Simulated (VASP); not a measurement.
# W in VASP: single point with LDA

Aim: the single point of W with LDA.

Everything below comes from runs of VASP 6.6.1. Logs are shortened: lines on timing, memory, paths and dates and some standing lists are left out, and cuts for length are marked.

## 1. The cell of the first run

The cell holds a slab with vacuum, 6 atoms: a = 2.871 Å, b = 2.871 Å, c = 20.064 Å, α = 90.00°, β = 90.00°, γ = 60.00°.

## 2. Single point, LDA (the distance across one plane changed)

INCAR

```
  PREC = Accurate
  ENCUT = 520
  EDIFF = 1E-6
  ISMEAR = 0
  SIGMA = 0.15
  LREAL = F
  LASPH = T
  NELM = 100
  ALGO = Fast
  ISIF = 2
  LWAVE = F
  LCHARG = F
  NBANDS = 51
```

KPOINTS

```
regular mesh
0
Gamma
  19 19 4
```

POSCAR

```
W
1.0
    2.0300000000     -2.0300000000      0.0000000000
    2.0300000000      0.0000000000     -2.0300000000
   11.5841016151     11.5841016151     11.5841016151
W
6
Direct
    0.6666666667      0.6666666667      0.0584017092
    0.0000000000      0.0000000000      0.6425356275
    0.3333333333      0.3333333333      0.1752284928
    0.6666666667      0.6666666667      0.4088820601
    0.0000000000      0.0000000000      0.2920552765
    0.3333333333      0.3333333333      0.5257088438
```

Potentials or basis: VASP PAW LDA potentials, release 64 (W_sv).

On the command line:

```sh
$ cat potpaw_LDA.64/W_sv/POTCAR > POTCAR
$ mpirun -np 1 vasp_std > vasp.out
```

OUTCAR:

```text
PREC = Accurate
   ENCUT = 520
   EDIFF = 1E-6
   ISMEAR = 0
   LREAL = F
   LASPH = T
   NELM = 100
   ISIF = 2

 ion  position               nearest neighbor table
   1  0.667  0.667  0.058-   3 2.87   3 2.87   3 2.87
   2  0.000  0.000  0.643-   6 2.87   6 2.87   6 2.87
   3  0.333  0.333  0.175-   1 2.87   1 2.87   1 2.87   5 2.87   5 2.87   5 2.87
   4  0.667  0.667  0.409-   5 2.87   5 2.87   5 2.87   6 2.87   6 2.87   6 2.87
   5  0.000  0.000  0.292-   4 2.87   4 2.87   4 2.87   3 2.87   3 2.87   3 2.87
   6  0.333  0.333  0.526-   4 2.87   4 2.87   2 2.87   2 2.87   2 2.87   4 2.87

  LATTYP: Found a hexagonal cell.
 ALAT       =     2.8708535316
 C/A-ratio  =     6.9889502674

  Lattice vectors:

 A1 = (  -2.0300000000,   0.0000000000,   2.0300000000)
 A2 = (   2.0300000000,  -2.0300000000,   0.0000000000)
 A3 = (  11.5841016151,  11.5841016151,  11.5841016151)

Analysis of symmetry for initial positions (statically):
=====================================================================
 Subroutine PRICEL returns:
 Original cell was already a primitive cell.

 Routine SETGRP: Setting up the symmetry group for a
 hexagonal supercell.

 Subroutine GETGRP returns: Found 12 space group operations
 (whereof  6 operations were pure point group operations)
 out of a pool of 24 trial point group operations.

The static configuration has the point symmetry C_3v.
 The point group associated with its full space group is D_3d.

Analysis of symmetry for dynamics (positions and initial velocities):
=====================================================================
 Subroutine PRICEL returns:
 Original cell was already a primitive cell.

 Routine SETGRP: Setting up the symmetry group for a
 hexagonal supercell.

 Subroutine GETGRP returns: Found 12 space group operations
 (whereof  6 operations were pure point group operations)
 out of a pool of 24 trial point group operations.

The dynamic configuration has the point symmetry C_3v.
 The point group associated with its full space group is D_3d.

 Subroutine INISYM returns: Found 12 space group operations
 (whereof  6 operations are pure point group operations),
 and found     1 'primitive' translations

----------------------------------------------------------------------------------------

                                     Primitive cell

  volume of cell :     143.2108

  direct lattice vectors                    reciprocal lattice vectors
     2.030000000 -2.030000000  0.000000000     0.164203612 -0.328407225  0.164203612
     2.030000000  0.000000000 -2.030000000     0.164203612  0.164203612 -0.328407225
    11.584101615 11.584101615 11.584101615     0.028775070  0.028775070  0.028775070

  length of vectors
     2.870853532  2.870853532 20.064252557     0.402215064  0.402215064  0.049839883

  position of ions in fractional coordinates (direct lattice)
     0.666666667  0.666666667  0.058401709
     0.000000000  0.000000000  0.642535628
     0.333333333  0.333333333  0.175228493
     0.666666667  0.666666667  0.408882060
     0.000000000  0.000000000  0.292055277
     0.333333333  0.333333333  0.525708844

  ion indices of the primitive-cell ions
   primitive index   ion index
                 1           1
                 2           2
                 3           3
                 4           4
                 5           5
                 6           6

----------------------------------------------------------------------------------------

 KPOINTS: regular mesh

Automatic generation of k-mesh.
 Grid dimensions read from file:
 generate k-points for:   19   19    4

 Generating k-lattice:

  Cartesian coordinates                     Fractional coordinates (reciprocal lattice)
     0.008642295 -0.017284591  0.008642295     0.052631579  0.000000000  0.000000000
     0.008642295  0.008642295 -0.017284591     0.000000000  0.052631579  0.000000000
     0.007193767  0.007193767  0.007193767     0.000000000  0.000000000  0.250000000

  Length of vectors
     0.021169214  0.021169214  0.012459971

  Shift w.r.t. Gamma in fractional coordinates (k-lattice)
     0.000000000  0.000000000  0.000000000

 Subroutine IBZKPT returns following result:
 ===========================================

 Found    150 irreducible k-points:

 Following reciprocal coordinates:
            Coordinates               Weight
  0.000000  0.000000  0.000000      1.000000
  0.052632  0.000000  0.000000      6.000000
  0.105263  0.000000  0.000000      6.000000
  0.157895  0.000000  0.000000      6.000000
  0.210526  0.000000  0.000000      6.000000
  0.263158  0.000000  0.000000      6.000000
[... 16 lines left out ...]
  0.368421  0.105263 -0.000000     12.000000
  0.421053  0.105263  0.000000     12.000000
 [... further k-points ...]
   k-points           NKPTS =    150   k-points in BZ     NKDIM =    150   number of bands    NBANDS=     51
   number of dos      NEDOS =    301   number of ions     NIONS =      6
   total plane-waves  NPLWV =  86400
   dimension x,y,z NGX =    24 NGY =   24 NGZ =  150
   dimension x,y,z NGXF=    48 NGYF=   48 NGZF=  300
   ions per type =               6
   NGX,Y,Z   is equivalent  to a cutoff of  13.90, 13.90, 12.43 a.u.
   NGXF,Y,Z  is equivalent  to a cutoff of  27.80, 27.80, 24.86 a.u.
 SYSTEM =  unknown system
   PREC   = accura    normal or accurate (medium, high low for compatibility)
   ISTART =      0    job   : 0-new  1-cont  2-samecut
   ICHARG =      2    charge: 1-file 2-atom 10-const
   ISPIN  =      1    spin polarized calculation?
   LNONCOLLINEAR =      F non collinear calculations
   LSORBIT =      F    spin-orbit coupling
   LASPH  =      T    aspherical Exc in radial PAW
   ENCUT  =  520.0 eV  38.22 Ry    6.18 a.u.   5.34  5.34 37.31*2*pi/ulx,y,z
   NELM   =    100;   NELMIN=  2; NELMDL= -5     # of ELM steps
   EDIFF  = 0.1E-05   stopping-criterion for ELM
   LREAL  =      F    real-space projection
   EDIFFG = 0.1E-04   stopping-criterion for IOM
   NSW    =      0    number of steps for IOM
   IBRION =     -1    ionic relax: 0-MD 1-quasi-New 2-CG
   NFREE  =      0    steps in history (QN), initial steepest desc. (CG)
   ISIF   =      2    stress and relaxation
   ISYM   =      2    0-nonsym 1-usesym 2-fastsym
   POTIM  = 0.5000    time-step for ionic-motion
   TEBEG  =    0.0;   TEEND  =   0.0 temperature during run
   PSTRESS=    0.0 pullay stress
   NELECT =      84.0000    total number of electrons
   NUPDOWN=      -1.0000    fix difference up-down
   EMIN   =  10.00;   EMAX   =-10.00  energy-range for DOS
   EFERMI =   0.00;   METHOD = LEGACY
   ISMEAR =     0;   SIGMA  =   0.15  broadening in eV -4-tet -1-fermi 0-gaus
   EFERMI_NEDOS =   21; number of points for ismear=-14 and -15
   IALGO  =     68    algorithm
   IMIX   =      4    mixing-type and parameters
     AMIX     =   0.40;   BMIX     =  1.00
     AMIX_MAG =   1.60;   BMIX_MAG =  1.00
  volume/ion in A,a.u.               =      23.87       161.07
  Fermi-wavevector in a.u.,A,eV,Ry     =   1.370385  2.589653 25.551141  1.877956
  Thomas-Fermi vector in A             =   2.496176
   LORBIT       =      0    0 simple, 1 ext, 2 COOP (PROOUT), +10 PAW based schemes
   GGA     = CA    functional components
   LHFCALC =     F    Hartree Fock is set to
   AEXX    =    0.0000 exact exchange contribution
   IVDW    =     0    specifies the selected vdW correction
   LEPSILON=     F    determine dielectric tensor
   LRPA    =     F    only Hartree local field effects (RPA)
 non-spin polarized calculation
 RMM-DIIS sequential band-by-band and
 Gauss-broadening in eV      SIGMA  =   0.15
  energy-cutoff  :      520.00
  volume of cell :      143.21
 maximum number of plane-waves:      3903
 NGX is ok and might be reduce to    24
   NGX = 11   NGY = 11   NGZ = 75

 number of electron      84.0000000 magnetization

 Free energy of the ion-electron system (eV)
  ---------------------------------------------------
  ext. energy  EPLUGINS =         0.00000000
  ---------------------------------------------------
  free energy    TOTEN  =       -78.57487107 eV

  energy without entropy =      -78.47044165  energy(sigma->0) =      -78.52265636

 E-fermi :   5.6224     XC(G=0): -10.4527

 val. band max:        5.6192234011   @ k =   0.2105   0.3684   0.2500
 cond. band min:       5.6266925952   @ k =   0.3684   0.0000   0.2500
 fundamental gap:      0.0074691941
 Fermi energy:         5.6224161098

 k-point     1 :       0.0000    0.0000    0.0000
  band No.  band energies     occupation
      1     -67.7156      2.00000
      2     -67.7154      2.00000
      3     -67.6526      2.00000
      4     -67.6497      2.00000
      5     -67.5745      2.00000
      6     -67.5274      2.00000
[... 43 lines left out ...]
     50       7.8792      0.00000
     51       7.9369      0.00000

 k-point     2 :       0.0526    0.0000    0.0000
  band No.  band energies     occupation
      1     -67.7136      2.00000
      2     -67.7134      2.00000
      3     -67.6508      2.00000
      4     -67.6480      2.00000
      5     -67.5726      2.00000
      6     -67.5260      2.00000
[... 43 lines left out ...]
     50       7.6282      0.00000
     51       7.9158      0.00000

 k-point     3 :       0.1053    0.0000    0.0000
  band No.  band energies     occupation
      1     -67.7077      2.00000
      2     -67.7076      2.00000
      3     -67.6457      2.00000
      4     -67.6432      2.00000
      5     -67.5671      2.00000
      6     -67.5220      2.00000
[... 43 lines left out ...]
     50       7.2426      0.00000
     51       7.3151      0.00000
[... 1027 lines left out ...]
 k-point    23 :       0.3684    0.1053   -0.0000
  band No.  band energies     occupation
      1     -67.6597      2.00000
      2     -67.6597      2.00000
      3     -67.6046      2.00000
      4     -67.6040      2.00000
      5     -67.5201      2.00000
      6     -67.4915      2.00000
[... 43 lines left out ...]
     50       8.2176      0.00000
     51       8.7654      0.00000

 k-point    24 :       0.4211    0.1053    0.0000
  band No.  band energies     occupation
      1     -67.6498      2.00000
      2     -67.6498      2.00000
      3     -67.5963      2.00000
      4     -67.5960      2.00000
      5     -67.5095      2.00000
      6     -67.4862      2.00000
[... 43 lines left out ...]
     50       8.5905      0.00000
     51       9.1161      0.00000

 [... further k-points ...]

------------------------ aborting loop because EDIFF is reached ----------------------------------------

  FORCE on cell =-STRESS in cart. coord.  units (eV):
  Direction    XX          YY          ZZ          XY          YZ          ZX
  --------------------------------------------------------------------------------------
  -------------------------------------------------------------------------------------
  Total      -13.9731151    -13.9731151    -13.9731151      2.9400312      2.9400312      2.9400312
  in kB     -156.3248891   -156.3248891   -156.3248891     32.8917392     32.8917392     32.8917392
  external PRESSURE =    -156.3248891 kB  Pullay stress =       0.0000000 kB

 VOLUME and BASIS-vectors are now :
 -----------------------------------------------------------------------------
  energy-cutoff  :      520.00
  volume of cell :      143.21
      direct lattice vectors                 reciprocal lattice vectors
     2.030000000 -2.030000000  0.000000000     0.164203612 -0.328407225  0.164203612
     2.030000000  0.000000000 -2.030000000     0.164203612  0.164203612 -0.328407225
    11.584101615 11.584101615 11.584101615     0.028775070  0.028775070  0.028775070

 POSITION                                       TOTAL-FORCE (eV/Angst)
 -----------------------------------------------------------------------------------
      3.38320     -0.67680     -0.67680         0.337365      0.337365      0.337365
      7.44320      7.44320      7.44320        -0.337365     -0.337365     -0.337365
      3.38320      1.35320      1.35320         0.047564      0.047564      0.047564
      7.44320      3.38320      3.38320        -0.141321     -0.141321     -0.141321
      3.38320      3.38320      3.38320         0.141321      0.141321      0.141321
      7.44320      5.41320      5.41320        -0.047564     -0.047564     -0.047564
 -----------------------------------------------------------------------------------
    total drift:                               -0.000031     -0.000031     -0.000031

  FREE ENERGIE OF THE ION-ELECTRON SYSTEM (eV)
  ---------------------------------------------------
  free  energy   TOTEN  =       -78.5748710718 eV

  energy  without entropy=      -78.4704416539  energy(sigma->0) =      -78.52265636
```

Run time: 37 min. Hardware: 1 thread of Oxide Virtual Turin-like, shared host; peak memory 0.72 GiB.

What came out:

| Item | Value |
| --- | --- |
| Free energy | -78.5749 eV |
| Largest force | 0.584 eV/Å |
| Band gap on the k mesh | zero (bands 42 and 43 overlap by 1.53 eV) |

Forces in eV/Å, atoms in the order of the input:
```
W    0.337  0.337  0.337
W   -0.337 -0.337 -0.337
W    0.048  0.048  0.048
W   -0.141 -0.141 -0.141
W    0.141  0.141  0.141
W   -0.048 -0.048 -0.048
```

Levels at points of the mesh, in eV from the Fermi level:
| k point | band 39 | band 40 | band 41 | band 42 | band 43 | band 44 | band 45 | band 46 |
| --- | --- | --- | --- | --- | --- | --- | --- | --- |
| (0.00, 0.00, 0.00) | -0.51 | -0.42 | -0.42 | -0.25 | -0.25 | -0.09 | -0.09 | 0.02 |
| (0.00, 0.00, 0.50) | -0.51 | -0.42 | -0.42 | -0.25 | -0.25 | -0.09 | -0.09 | 0.02 |

Caveat: the cell differs from its parent crystal (the distance across one plane changed); there is no dipole correction, which matters where the two faces differ; spin-orbit coupling is left out, which moves the levels of the heavy elements.
